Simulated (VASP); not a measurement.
# Si (P1) in VASP: single point with PBE

Aim: the single point of Si with PBE.

Everything below comes from runs of VASP 6.6.1. Logs are shortened: lines on timing, memory, paths and dates and some standing lists are left out, and cuts for length are marked.

**1. The cell of the first run**

The typed cell holds 4 atoms: a = 3.689 Å, b = 3.783 Å, c = 6.621 Å, α = 93.66°, β = 90.99°, γ = 122.28°.

**2. Single point, PBE (atoms moved at random and the cell strained at random)**

INCAR

```
PREC = Accurate
ENCUT = 500
EDIFF = 1E-6
ISMEAR = 0
SIGMA = 0.05
LREAL = F
LASPH = T
NELM = 120
ALGO = Normal
ISIF = 2
LWAVE = F
LCHARG = F
GGA = PE
NBANDS = 16
GGA_COMPAT = F
```

KPOINTS

```
regular mesh
0
Gamma
  12 12 6
```

POSCAR

```
Si
1.0
    3.6876259206     -0.1024714311     -0.0355023092
   -1.9325558228      3.2501315059     -0.1249784056
   -0.0586747695     -0.2723818004      6.6155539883
Si
4
Direct
    0.3144179570      0.6779803144      0.0674857892
    0.6538407507      0.3320083865      0.5512695566
    0.3497023420      0.6706322777      0.4491572281
    0.6820389503      0.3193790214      0.9320874261
```

Potentials or basis: VASP PAW PBE potentials, release 64 (Si).

Command:

```
$ cat potpaw_PBE.64/Si/POTCAR > POTCAR
$ mpirun -np 1 vasp_std > vasp.out
```

OUTCAR:

```text
PREC = Accurate
   ENCUT = 500
   EDIFF = 1E-6
   ISMEAR = 0
   LREAL = F
   LASPH = T
   NELM = 120
   ISIF = 2
   GGA = PE

 ion  position               nearest neighbor table
   1  0.314  0.678  0.067-   4 2.12   4 2.31   4 2.52   3 2.53
   2  0.654  0.332  0.551-   3 2.18   3 2.23   3 2.31   4 2.53
   3  0.350  0.671  0.449-   2 2.18   2 2.23   2 2.31   1 2.53
   4  0.682  0.319  0.932-   1 2.12   1 2.31   1 2.52   2 2.53

  LATTYP: Found a triclinic cell.
 ALAT       =     3.6074629665
 B/A-ratio  =     1.0226633625
 C/A-ratio  =     1.8354780158
 COS(alpha) =     0.0173296585
 COS(beta)  =     0.0846507641
 COS(gamma) =     0.4624931436

  Lattice vectors:

 A1 = (   1.7550700978,   3.1476600748,  -0.1604807148)
 A2 = (   3.6876259206,  -0.1024714311,  -0.0355023092)
 A3 = (   0.0586747695,   0.2723818004,  -6.6155539883)

Analysis of symmetry for initial positions (statically):
=====================================================================
 Subroutine PRICEL returns:
 Original cell was already a primitive cell.

 Routine SETGRP: Setting up the symmetry group for a
 triclinic supercell.

 Subroutine GETGRP returns: Found  1 space group operations
 (whereof  1 operations were pure point group operations)
 out of a pool of  2 trial point group operations.

The static configuration has the point symmetry C_1 .

Analysis of symmetry for dynamics (positions and initial velocities):
=====================================================================
 Subroutine PRICEL returns:
 Original cell was already a primitive cell.

 Routine SETGRP: Setting up the symmetry group for a
 triclinic supercell.

 Subroutine GETGRP returns: Found  1 space group operations
 (whereof  1 operations were pure point group operations)
 out of a pool of  2 trial point group operations.

The dynamic configuration has the point symmetry C_1 .

 Subroutine INISYM returns: Found  1 space group operations
 (whereof  1 operations are pure point group operations),
 and found     1 'primitive' translations

----------------------------------------------------------------------------------------

                                     Primitive cell

  volume of cell :      77.8274

[... 91 lines left out ...]
   NELM   =    120;   NELMIN=  2; NELMDL= -5     # of ELM steps
   EDIFF  = 0.1E-05   stopping-criterion for ELM
   LREAL  =      F    real-space projection
   EDIFFG = 0.1E-04   stopping-criterion for IOM
   NSW    =      0    number of steps for IOM
   IBRION =     -1    ionic relax: 0-MD 1-quasi-New 2-CG
   NFREE  =      0    steps in history (QN), initial steepest desc. (CG)
   ISIF   =      2    stress and relaxation
   ISYM   =      2    0-nonsym 1-usesym 2-fastsym
   POTIM  = 0.5000    time-step for ionic-motion
   TEBEG  =    0.0;   TEEND  =   0.0 temperature during run
   PSTRESS=    0.0 pullay stress
   NELECT =      16.0000    total number of electrons
   NUPDOWN=      -1.0000    fix difference up-down
   EMIN   =  10.00;   EMAX   =-10.00  energy-range for DOS
   EFERMI =   0.00;   METHOD = LEGACY
   ISMEAR =     0;   SIGMA  =   0.05  broadening in eV -4-tet -1-fermi 0-gaus
   EFERMI_NEDOS =   21; number of points for ismear=-14 and -15
   IALGO  =     38    algorithm
   IMIX   =      4    mixing-type and parameters
     AMIX     =   0.40;   BMIX     =  1.00
     AMIX_MAG =   1.60;   BMIX_MAG =  1.00
  volume/ion in A,a.u.               =      19.46       131.30
  Fermi-wavevector in a.u.,A,eV,Ry     =   0.966208  1.825869 12.701832  0.933558
  Thomas-Fermi vector in A             =   2.095990
   LORBIT       =      0    0 simple, 1 ext, 2 COOP (PROOUT), +10 PAW based schemes
   GGA     = PE    functional components
   LHFCALC =     F    Hartree Fock is set to
   AEXX    =    0.0000 exact exchange contribution
   IVDW    =     0    specifies the selected vdW correction
   LEPSILON=     F    determine dielectric tensor
   LRPA    =     F    only Hartree local field effects (RPA)
 non-spin polarized calculation
 Gauss-broadening in eV      SIGMA  =   0.05
  energy-cutoff  :      500.00
  volume of cell :       77.83
 maximum number of plane-waves:      1992
   NGX = 13   NGY = 13   NGZ = 25

 number of electron      16.0000000 magnetization

 Free energy of the ion-electron system (eV)
  ---------------------------------------------------
  ext. energy  EPLUGINS =         0.00000000
  ---------------------------------------------------
  free energy    TOTEN  =       -20.60707941 eV

  energy without entropy =      -20.60658877  energy(sigma->0) =      -20.60683409

 E-fermi :   6.5787     XC(G=0):  -9.5312

 val. band max:        6.5730746841   @ k =   0.4167  -0.0000   0.1667
 cond. band min:       6.6137852156   @ k =  -0.4167   0.0000   0.3333
 fundamental gap:      0.0407105315
 Fermi energy:         6.5786759207

 k-point     1 :       0.0000    0.0000    0.0000
  band No.  band energies     occupation
      1      -6.1818      2.00000
      2      -4.3161      2.00000
      3      -0.7439      2.00000
      4       4.5557      2.00000
      5       5.2738      2.00000
      6       5.9662      2.00000
[... 433 lines left out ...]
      3      -1.2796      2.00000
      4       0.3022      2.00000
      5       1.6301      2.00000
      6       2.2078      2.00000
[... 8 lines left out ...]
     15      12.5289      0.00000
     16      13.0947      0.00000

 [... further k-points ...]

------------------------ aborting loop because EDIFF is reached ----------------------------------------

  FORCE on cell =-STRESS in cart. coord.  units (eV):
  Direction    XX          YY          ZZ          XY          YZ          ZX
  --------------------------------------------------------------------------------------
  -------------------------------------------------------------------------------------
  Total        6.5388285      8.1625228     -3.1614737      3.1780167      2.8235238      2.6118171
  in kB      134.6102773    168.0361330    -65.0830425     65.4236022     58.1259055     53.7676469
  external PRESSURE =      79.1877893 kB  Pullay stress =       0.0000000 kB

 VOLUME and BASIS-vectors are now :
 -----------------------------------------------------------------------------
  energy-cutoff  :      500.00
  volume of cell :       77.83
      direct lattice vectors                 reciprocal lattice vectors
     3.687625921 -0.102471431 -0.035502309     0.275833306  0.164367134  0.009213903
    -1.932555823  3.250131506 -0.124978406     0.008834624  0.313432251  0.012983283
    -0.058674770 -0.272381800  6.615553988     0.001647157  0.006803312  0.151453642

 POSITION                                       TOTAL-FORCE (eV/Angst)
 -----------------------------------------------------------------------------------
     -0.15474      2.15292      0.35056         3.152488      0.470380      1.152457
      1.73715      0.86192      3.58225         1.077298      1.004235      1.968258
     -0.03282      2.02147      2.87519        -1.089613     -1.015894     -1.988903
      1.84320      0.71425      6.10215        -3.140173     -0.458721     -1.131812
 -----------------------------------------------------------------------------------
    total drift:                                0.000001     -0.000020      0.000018

  FREE ENERGIE OF THE ION-ELECTRON SYSTEM (eV)
  ---------------------------------------------------
  free  energy   TOTEN  =       -20.6070794137 eV

  energy  without entropy=      -20.6065887710  energy(sigma->0) =      -20.60683409
```

Run time: 7.1 min. Hardware: 1 thread of Intel Xeon Platinum 8488C (Sapphire Rapids), shared host; peak memory 0.45 GiB.

Results:

| Property | Result |
| --- | --- |
| Free energy | -20.6071 eV |
| Pressure | 7.9 GPa |
| Largest force | 3.389 eV/Å |
| Band gap on the k mesh | zero (bands 8 and 9 overlap by 0.61 eV) |

Forces on the atoms (eV/Å):
```
Si   3.152  0.470  1.152
Si   1.077  1.004  1.968
Si  -1.090 -1.016 -1.989
Si  -3.140 -0.459 -1.132
```

Stress tensor (GPa, compression positive):
```
13.46  6.54  5.38
 6.54 16.80  5.81
 5.38  5.81 -6.51
```

Caveat: the cell differs from its parent crystal (atoms moved at random and the cell strained at random); the cell stands under pressure; semilocal functionals underestimate gaps, so a narrow gap can read as zero; forces of over 1 eV/Å act on the atoms, so gaps and moduli don't describe the material at rest.
